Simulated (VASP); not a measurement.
# C62N (a cell with a defect) in VASP: notebook

Runs on C62N (a cell with a defect). Level: PBE+D3(BJ). Tasks: single point.

Program: VASP 6.6.1. These are calculated values, not measurements. Logs are shortened: lines on timing, memory, paths and dates and some standing lists are left out, and cuts for length are marked.

### 1 The cell of the first run

The cell holds a defect, 63 atoms: a = 7.140 Å, b = 7.140 Å, c = 7.140 Å, α = 90.00°, β = 90.00°, γ = 90.00°.

### 2 Single point, PBE+D3(BJ)

The input, INCAR:

```
ALGO = Normal
EDIFF = 1E-6
ENCUT = 520
GGA = PE
ISIF = 2
ISMEAR = 0
IVDW = 12
LASPH = True
LCHARG = False
LREAL = Auto
LWAVE = False
NBANDS = 164
NELECT = 254.0
NELM = 80
PREC = Accurate
SIGMA = 0.02
```

The input, KPOINTS:

```
k-points
0
Gamma
  2 2 2
```

The input, POSCAR:

```
C62N
1.0
    7.1400000000      0.0000000000      0.0000000000
    0.0000000000      7.1400000000      0.0000000000
    0.0000000000      0.0000000000      7.1400000000
C N
62 1
Direct
    0.5020836134     -0.0019710084     -0.0003624650
    0.6240554622      0.1236994398      0.1245099440
    0.7496285714      0.2511530812      0.0004549020
    0.8645005602      0.3695522409      0.1305827731
    0.7503719888     -0.0000127451      0.2495116246
    0.8756598039      0.1258585434      0.3742847339
   -0.0003515406      0.0002243697     -0.0007425770
    0.1239612045      0.1271182073      0.1229099440
    0.2499802521      0.2506903361     -0.0027077031
    0.3739564426      0.3755191877      0.1242998599
    0.4987809524      0.4998609244      0.0001915966
    0.6237588235      0.6242617647      0.1266141457
    0.7525385154      0.7441434174      0.0019750700
    0.8764948179      0.8732036415      0.1248161064
    0.2492579832      0.0017963585      0.2484724090
    0.3744511204      0.1259250700      0.3740385154
    0.4992474790      0.2505591036      0.2493182073
    0.6238460784      0.3752392157      0.3764081232
    0.7494247899      0.4994198880      0.2493626050
    0.8749095238      0.6251077031      0.3747117647
    0.5002219888      0.0003518207      0.4996477591
    0.6256544818      0.1244060224      0.6249942577
    0.7503714286      0.2505242297      0.5003008403
    0.8763809524      0.3758119048      0.6272747899
    0.7514186275     -0.0009750700      0.7505204482
    0.8750729692      0.1255745098      0.8750859944
    0.1355770308      0.6334190476      0.1336098039
    0.2486466387      0.7489064426      0.0005617647
    0.3758204482      0.8765079832      0.1242978992
   -0.0025957983      0.2548180672      0.2452519608
    0.1236742297      0.3772536415      0.3727927171
    0.2492239496      0.5026738095      0.2485308123
    0.3767838936      0.6252466387      0.3769308123
    0.4995435574      0.7507603641      0.2505393557
    0.6254868347      0.8751568627      0.3754718487
    0.0007690476      0.0011847339      0.4988808123
    0.1254852941      0.1248991597      0.6231584034
    0.2490948179      0.2515991597      0.4980516807
    0.3756815126      0.3755596639      0.6233400560
    0.5014007003      0.5001857143      0.5014015406
    0.6276273109      0.6242126050      0.6278813725
    0.7511464986      0.7496885154      0.5008813725
    0.8763408964      0.8745617647      0.6255338936
    0.2509309524     -0.0000564426      0.7492606443
    0.3774899160      0.1225296919      0.8746316527
    0.4997492997      0.2493712885      0.7491428571
    0.6238106443      0.3738869748      0.8754887955
    0.7517240896      0.4987208683      0.7554938375
    0.0017336134      0.7484995798      0.2485485994
    0.1255505602      0.8767974790      0.3752896359
   -0.0005056022      0.5009670868      0.5000515406
    0.1242969188      0.6250691877      0.6261635854
    0.2507415966      0.7505858543      0.5001687675
    0.3763147059      0.8746394958      0.6253138655
    0.0018133053      0.2517337535      0.7518628852
    0.1364032213      0.3654829132      0.8667868347
    0.2487329132      0.4991859944      0.7513448179
    0.3744491597      0.6248218487      0.8751922969
    0.5014658263      0.7488054622      0.7510899160
    0.6282663866      0.8715224090      0.8759434174
    0.0018491597      0.7508180672      0.7497158263
    0.1244890756      0.8743672269      0.8748148459
   -0.1229313725      0.6097651261     -0.1072935574
```

Potentials or basis: VASP PAW PBE potentials, release 64 (C, N).

Command:

```console
$ cat potpaw_PBE.64/C/POTCAR potpaw_PBE.64/N/POTCAR > POTCAR
$ mpirun -np 1 vasp_std > vasp.out
```

OUTCAR:

```text
EDIFF = 1E-6
   ENCUT = 520
   GGA = PE
   ISIF = 2
   ISMEAR = 0
   IVDW = 12
   LASPH = True
   LREAL = Auto
   NELECT = 254.0
   NELM = 80
   PREC = Accurate
 IVDW          = 12

 ion  position               nearest neighbor table
   1  0.502  0.998  1.000-  29 1.54   2 1.54  45 1.54  60 1.55
   2  0.624  0.124  0.125-   1 1.54   5 1.55  17 1.55   3 1.55
   3  0.750  0.251  0.000-   4 1.50  47 1.54  26 1.55   2 1.55
   4  0.865  0.370  0.131-  30 1.50   3 1.50  19 1.50
   5  0.750  1.000  0.250-   2 1.55  35 1.55   6 1.55  14 1.56
   6  0.876  0.126  0.374-  36 1.54   5 1.55  23 1.55  30 1.57
   7  1.000  0.000  0.999-  26 1.54   8 1.55  62 1.55  14 1.55
   8  0.124  0.127  0.123-   7 1.55   9 1.55  15 1.55  30 1.55
   9  0.250  0.251  0.997-  56 1.48   8 1.55  10 1.55  45 1.56
  10  0.374  0.376  0.124-  11 1.54  17 1.55   9 1.55  32 1.55
[... 43 lines left out ...]
  54  0.376  0.875  0.625-  44 1.54  53 1.54  21 1.55  59 1.55
  55  0.002  0.252  0.752-  56 1.50  24 1.54  26 1.55  37 1.56
  56  0.136  0.365  0.867-   9 1.48  57 1.49  55 1.50
  57  0.249  0.499  0.751-  56 1.49  58 1.55  52 1.55  39 1.56
  58  0.374  0.625  0.875-  11 1.54  59 1.55  57 1.55  28 1.55
  59  0.501  0.749  0.751-  41 1.54  60 1.54  58 1.55  54 1.55
  60  0.628  0.872  0.876-  59 1.54  25 1.55   1 1.55  13 1.56
  61  0.002  0.751  0.750-  62 1.53  52 1.53  43 1.54  63 1.69
  62  0.124  0.874  0.875-  61 1.53   7 1.55  28 1.55  44 1.56
  63  0.877  0.610  0.893-  13 1.52  48 1.55  61 1.69

  LATTYP: Found a simple cubic cell.
 ALAT       =     7.1400000000

  Lattice vectors:

 A1 = (   7.1400000000,   0.0000000000,   0.0000000000)
 A2 = (   0.0000000000,   7.1400000000,   0.0000000000)
 A3 = (   0.0000000000,   0.0000000000,   7.1400000000)

Analysis of symmetry for initial positions (statically):
=====================================================================
 Subroutine PRICEL returns:
 Original cell was already a primitive cell.

 Routine SETGRP: Setting up the symmetry group for a
 simple cubic supercell.

 Subroutine GETGRP returns: Found  1 space group operations
 (whereof  1 operations were pure point group operations)
 out of a pool of 48 trial point group operations.

The static configuration has the point symmetry C_1 .

Analysis of symmetry for dynamics (positions and initial velocities):
=====================================================================
 Subroutine PRICEL returns:
 Original cell was already a primitive cell.

 Routine SETGRP: Setting up the symmetry group for a
 simple cubic supercell.

 Subroutine GETGRP returns: Found  1 space group operations
 (whereof  1 operations were pure point group operations)
[... 216 lines left out ...]
   TEBEG  =    0.0;   TEEND  =   0.0 temperature during run
   PSTRESS=    0.0 pullay stress
   NELECT =     254.0000    total number of electrons
   NUPDOWN=      -1.0000    fix difference up-down
   EMIN   =  10.00;   EMAX   =-10.00  energy-range for DOS
   EFERMI =   0.00;   METHOD = LEGACY
   ISMEAR =     0;   SIGMA  =   0.02  broadening in eV -4-tet -1-fermi 0-gaus
   EFERMI_NEDOS =   21; number of points for ismear=-14 and -15
   IALGO  =     38    algorithm
   IMIX   =      4    mixing-type and parameters
     AMIX     =   0.40;   BMIX     =  1.00
     AMIX_MAG =   1.60;   BMIX_MAG =  1.00
  volume/ion in A,a.u.               =       5.78        38.99
  Fermi-wavevector in a.u.,A,eV,Ry     =   1.452071  2.744016 28.688024  2.108510
  Thomas-Fermi vector in A             =   2.569495
   LORBIT       =      0    0 simple, 1 ext, 2 COOP (PROOUT), +10 PAW based schemes
   GGA     = PE    functional components
   LHFCALC =     F    Hartree Fock is set to
   AEXX    =    0.0000 exact exchange contribution
   IVDW    =    12    specifies the selected vdW correction
   LEPSILON=     F    determine dielectric tensor
   LRPA    =     F    only Hartree local field effects (RPA)
 non-spin polarized calculation
 Gauss-broadening in eV      SIGMA  =   0.02
  energy-cutoff  :      520.00
  volume of cell :      363.99
 maximum number of plane-waves:      9808
 NGX is ok and might be reduce to    54
   NGX = 27   NGY = 27   NGZ = 27

 number of electron     253.9999995 magnetization

 Free energy of the ion-electron system (eV)
  ---------------------------------------------------
  ext. energy  EPLUGINS =         0.00000000
  ---------------------------------------------------
  free energy    TOTEN  =      -553.84692903 eV

  energy without entropy =     -553.84424955  energy(sigma->0) =     -553.84558929

 E-fermi :  11.4970     XC(G=0): -13.1779

 val. band max:       11.4827899753   @ k =   0.0000   0.5000   0.0000
 cond. band min:      11.5058205191   @ k =   0.5000   0.0000   0.0000
 fundamental gap:      0.0230305439
 Fermi energy:        11.4970413681

 k-point     1 :       0.0000    0.0000    0.0000
  band No.  band energies     occupation
      1     -12.0431      2.00000
      2     -10.0597      2.00000
      3      -9.8299      2.00000
      4      -9.8059      2.00000
      5      -9.7622      2.00000
      6      -9.7358      2.00000
[... 1125 lines left out ...]
    138      15.4036      0.00000
    139      15.4089      0.00000
 [bands above 139 left out]

------------------------ aborting loop because EDIFF is reached ----------------------------------------

 Edisp (eV)  -11.90899

 E8    (eV) :    -3.4223

  FORCE on cell =-STRESS in cart. coord.  units (eV):
  Direction    XX          YY          ZZ          XY          YZ          ZX
  --------------------------------------------------------------------------------------
  -------------------------------------------------------------------------------------
  Total       8.19837     3.79626     3.13285    -0.84042    -1.68405     0.65485
  in kB      36.08640    16.70981    13.78971    -3.69922    -7.41261     2.88244
  external pressure =       22.20 kB  Pullay stress =        0.00 kB

 VOLUME and BASIS-vectors are now :
 -----------------------------------------------------------------------------
  energy-cutoff  :      520.00
  volume of cell :      363.99
      direct lattice vectors                 reciprocal lattice vectors
     7.140000000  0.000000000  0.000000000     0.140056022  0.000000000  0.000000000
     0.000000000  7.140000000  0.000000000     0.000000000  0.140056022  0.000000000
     0.000000000  0.000000000  7.140000000     0.000000000  0.000000000  0.140056022

 POSITION                                       TOTAL-FORCE (eV/Angst)
 -----------------------------------------------------------------------------------
      3.58488      7.12593      7.13741        -0.024925      0.018263      0.012426
      4.45576      0.88321      0.88900         0.022750     -0.028639      0.011176
      5.35235      1.79323      0.00325         0.242040      0.066308      0.103190
      6.17253      2.63860      0.93236         0.303091     -0.648909      0.614676
      5.35766      7.13991      1.78151         0.025013     -0.099006     -0.005634
      6.25221      0.89863      2.67239         0.076507     -0.216632      0.218940
[... 55 lines left out ...]
      0.88885      6.24298      6.24618         0.016420     -0.074817      0.189733
      6.26227      4.35372      6.37392        -1.223581      3.002928     -3.488870
 -----------------------------------------------------------------------------------
    total drift:                               -0.023740      0.020135     -0.022521

  FREE ENERGIE OF THE ION-ELECTRON SYSTEM (eV)
  ---------------------------------------------------
  free  energy   TOTEN  =      -565.7559181665 eV

  energy  without entropy=     -565.7532386871  energy(sigma->0) =     -565.75457843
```

Run time: 30 min. Hardware: 1 thread of Intel Xeon 8259CL, shared host; peak memory 0.6 GiB.

Results:

- Free energy: -565.7559 eV
- Largest force: 4.763 eV/Å
- Dispersion energy per atom: -0.189 eV

Forces in eV/Å, atoms in the order of the input:
```
C   -0.025  0.018  0.012
C    0.023 -0.029  0.011
C    0.242  0.066  0.103
C    0.303 -0.649  0.615
C    0.025 -0.099 -0.006
C    0.077 -0.217  0.219
C    0.030 -0.011  0.050
C    0.039 -0.086  0.083
C    0.044 -0.043  0.078
C    0.069 -0.044  0.062
C    0.042 -0.028  0.027
C    0.187 -0.122 -0.168
C   -0.034  0.158 -0.572
C    0.044 -0.084 -0.100
C    0.025 -0.053  0.030
C    0.018 -0.023  0.026
C    0.047 -0.024  0.030
C    0.039  0.006  0.019
C    0.274 -0.089 -0.119
C    0.044 -0.041 -0.028
C   -0.012 -0.006  0.010
C    0.011  0.029  0.020
C    0.025  0.020  0.099
C    0.060  0.053  0.067
C   -0.032  0.046  0.026
C    0.036  0.011  0.033
C    0.065 -0.169  0.099
C    0.021 -0.095  0.059
C    0.041 -0.044  0.021
C   -0.031 -0.287  0.279
C    0.049 -0.083  0.086
C    0.090 -0.062  0.093
C    0.051 -0.099  0.061
C    0.110 -0.038 -0.030
C    0.022 -0.030 -0.017
C   -0.016 -0.202  0.200
C   -0.012 -0.026  0.076
C    0.029 -0.032  0.054
C    0.043 -0.016  0.061
C    0.032 -0.003  0.037
C   -0.122  0.002 -0.122
C   -0.014 -0.027 -0.033
C   -0.078 -0.056  0.057
C   -0.086 -0.097  0.019
C    0.002 -0.013  0.100
C    0.104  0.042  0.041
C    0.172  0.122  0.157
C    0.160  0.580  0.052
C    0.042 -0.160 -0.083
C   -0.020 -0.070  0.021
C    0.035 -0.054  0.008
C    0.016 -0.169  0.066
C   -0.080 -0.012  0.101
C   -0.041  0.003  0.000
C    0.042  0.047  0.120
C   -0.033  0.002  0.169
C    0.018 -0.043  0.083
C    0.028 -0.017  0.018
C   -0.060  0.035 -0.018
C   -0.190  0.203  0.010
C   -0.786 -0.821  0.822
C    0.016 -0.075  0.190
N   -1.224  3.003 -3.489
```

Caveat: the k points lie up to 0.44 Å⁻¹ apart; the cell carries a net charge on a neutralising background, which shifts energy and pressure; the cell is charged against a uniform background, so pressure and absolute levels hang on convention.

### 3 Single point, PBE+D3(BJ)

The input, INCAR:

```
SYSTEM = C62N
PREC = Accurate
ENCUT = 520
EDIFF = 1E-6
ISMEAR = 0
SIGMA = 0.02
LREAL = Auto
LASPH = .True.
NELM = 100
ALGO = Normal
ISIF = 2
LWAVE = .False.
LCHARG = .False.
GGA = PE
IVDW = 12
NBANDS = 164
NELECT = 254.0
```

The input, KPOINTS:

```
Automatic mesh
0
Gamma
  2 2 2
  0 0 0
```

The input, POSCAR:

```
C62N
1.0
    7.1400000000      0.0000000000      0.0000000000
    0.0000000000      7.1400000000      0.0000000000
    0.0000000000      0.0000000000      7.1400000000
C N
62 1
Direct
    0.4998301120      0.0014028011     -0.0008114846
    0.6270500000      0.1261294118      0.1247252101
    0.7533310924      0.2524000000     -0.0010326331
    0.8819431373      0.3755376751      0.1248352941
    0.7514067227      0.0009323529      0.2504623249
    0.8761148459      0.1253298319      0.3750441176
    0.0004868347     -0.0009652661     -0.0003840336
    0.1260452381      0.1238836134      0.1251724090
    0.2523894958      0.2488305322      0.0004669468
    0.3773323529      0.3751686275      0.1251822129
    0.5021698880      0.5007324930     -0.0003550420
    0.6286296919      0.6265387955      0.1220154062
    0.7422054622      0.7589208683      0.0055970588
    0.8746938375      0.8725357143      0.1219621849
    0.2507616246     -0.0006092437      0.2498901961
    0.3761529412      0.1250764706      0.3752820728
    0.5018417367      0.2504645658      0.2498991597
    0.6270504202      0.3756316527      0.3742413165
    0.7533107843      0.5013903361      0.2479754902
    0.8759602241      0.6252672269      0.3751128852
    0.5010619048      0.0001785714      0.5001934174
    0.6261915966      0.1254082633      0.6253215686
    0.7514137255      0.2499156863      0.4994532213
    0.8747277311      0.3783936975      0.6277934174
    0.7509819328      0.0001754902      0.7501147059
    0.8759588235      0.1252387955      0.8750822129
    0.1257166667      0.6192950980      0.1248474790
    0.2488404762      0.7479081232     -0.0010337535
    0.3750994398      0.8741799720      0.1247249300
    0.0013429972      0.2488231092      0.2515245098
    0.1260640056      0.3751641457      0.3764602241
    0.2524168067      0.4998813725      0.2515434174
    0.3759140056      0.6251165266      0.3750452381
    0.5002826331      0.7498144258      0.2504796919
    0.6261789916      0.8750532213      0.3749476190
    0.0000612045      0.0014063025      0.4989633053
    0.1255990196      0.1261295518      0.6261784314
    0.2507721289      0.2504624650      0.5009752101
    0.3751162465      0.3756288515      0.6261798319
    0.4998411765      0.5011700280      0.4989665266
    0.6266207283      0.6244442577      0.6257406162
    0.7509766106      0.7502675070      0.5001485994
    0.8768162465      0.8745931373      0.6257408964
    0.2513287115      0.0009257703      0.7505329132
    0.3759119048      0.1253291317      0.8752462185
    0.5003285714      0.2499203081      0.7505399160
    0.6286914566      0.3784158263      0.8738554622
    0.7423281513      0.4948934174      0.7414162465
   -0.0001558824      0.7479099440      0.2479733894
    0.1255984594      0.8741823529      0.3742333333
    0.0005247899      0.5007224090      0.5012864146
    0.1228900560      0.6265271709      0.6277484594
    0.2513445378      0.7498144258      0.4994247899
    0.3758198880      0.8750523810      0.6253131653
   -0.0001612045      0.2523980392      0.7524518207
    0.1256971989      0.3755432773      0.8810647059
    0.2488480392      0.5013894958      0.7524385154
    0.3759879552      0.6252698880      0.8750837535
    0.5010273109      0.7502666667      0.7501106443
    0.6266151261      0.8745915966      0.8759504202
    0.0064452381      0.7589086835      0.7413452381
    0.1228257703      0.8725274510      0.8738267507
    0.0119529412      0.4893091036      0.0110915966
```

Potentials or basis: VASP PAW PBE potentials, release 64 (C, N).

Command:

```console
$ cat potpaw_PBE.64/C/POTCAR potpaw_PBE.64/N/POTCAR > POTCAR
$ mpirun -np 1 vasp_std > vasp.out
```

Run time: 16 min. Hardware: 1 thread of Intel Xeon Platinum 8259CL at 2.50GHz (Skylake/Cascade Lake), shared host; peak memory 0.6 GiB.

The run converged. Its results:

```yaml
Free_energy: -566.6829 eV
Largest_force: 0.037 eV/Å
Dispersion_energy_per_atom: -0.189 eV
```

Forces in eV/Å, atoms in the order of the input:
```
C    0.004 -0.013  0.006
C   -0.002 -0.003 -0.002
C   -0.007 -0.001  0.003
C   -0.031  0.003 -0.002
C    0.009 -0.005 -0.002
C   -0.005 -0.006  0.005
C    0.003  0.010  0.002
C   -0.009  0.004 -0.009
C    0.003  0.000  0.003
C    0.000  0.012 -0.010
C   -0.008 -0.002 -0.001
C   -0.006 -0.017  0.004
C    0.027 -0.011 -0.017
C    0.012  0.009  0.010
C    0.005  0.004  0.002
C   -0.001 -0.006  0.007
C    0.001 -0.002  0.000
C   -0.002  0.002  0.007
C   -0.004 -0.004  0.000
C   -0.001 -0.005  0.008
C   -0.005 -0.002  0.000
C   -0.005  0.000 -0.001
C    0.008  0.000  0.002
C    0.016 -0.001 -0.004
C    0.002 -0.003 -0.001
C   -0.002 -0.009  0.005
C    0.000  0.037 -0.002
C   -0.004  0.003  0.006
C    0.003  0.009 -0.005
C    0.004  0.000  0.004
C   -0.008  0.008 -0.004
C   -0.002 -0.001 -0.003
C   -0.002 -0.005  0.005
C    0.006 -0.001 -0.001
C   -0.005  0.000  0.001
C    0.003 -0.011  0.006
C   -0.005 -0.006 -0.004
C    0.006  0.001 -0.006
C    0.006  0.003 -0.008
C    0.005 -0.008  0.010
C   -0.008  0.014 -0.008
C    0.000  0.001  0.000
C   -0.011  0.011 -0.009
C    0.002 -0.005  0.009
C   -0.002 -0.005  0.000
C    0.002  0.001  0.009
C   -0.003 -0.002  0.008
C    0.017  0.009  0.021
C    0.004  0.006 -0.003
C   -0.005  0.003  0.002
C   -0.004 -0.005 -0.014
C    0.005 -0.014 -0.006
C    0.000 -0.003  0.003
C   -0.002  0.004 -0.006
C    0.005 -0.002 -0.008
C    0.000  0.006 -0.034
C   -0.003 -0.001 -0.003
C    0.001 -0.006  0.006
C   -0.001  0.002 -0.001
C   -0.007  0.013 -0.012
C   -0.012 -0.011  0.016
C    0.008  0.011  0.012
N    0.008 -0.009  0.005
```

Levels at points of the mesh, in eV from the Fermi level:
| k point | band 124 | band 125 | band 126 | band 127 | band 128 | band 129 | band 130 | band 131 |
| --- | --- | --- | --- | --- | --- | --- | --- | --- |
| (0.00, 0.00, 0.00) | -2.69 | -2.69 | -1.27 | 0.18 | 0.18 | 2.14 | 2.16 | 2.17 |
| (0.50, 0.00, 0.00) | -3.95 | -3.14 | -1.64 | -0.25 | -0.01 | 1.97 | 2.08 | 2.91 |
| (0.00, 0.50, 0.00) | -3.95 | -3.14 | -1.64 | -0.25 | -0.01 | 1.97 | 2.08 | 2.91 |
| (0.00, 0.00, 0.50) | -3.95 | -3.14 | -1.64 | -0.25 | -0.01 | 1.97 | 2.08 | 2.91 |
| (0.50, 0.50, 0.00) | -3.04 | -2.99 | -1.64 | -0.26 | 0.06 | 3.25 | 3.44 | 3.56 |
| (0.00, 0.50, 0.50) | -3.04 | -2.99 | -1.64 | -0.26 | 0.06 | 3.25 | 3.44 | 3.56 |
| (0.50, 0.00, 0.50) | -3.04 | -2.99 | -1.64 | -0.26 | 0.06 | 3.25 | 3.44 | 3.56 |
| (0.50, 0.50, 0.50) | -3.91 | -3.91 | -1.49 | 0.09 | 0.09 | 3.16 | 3.65 | 3.65 |

Caveat: the k points lie up to 0.44 Å⁻¹ apart; the cell carries a net charge on a neutralising background, which shifts energy and pressure; the cell is charged against a uniform background, so pressure and absolute levels hang on convention.
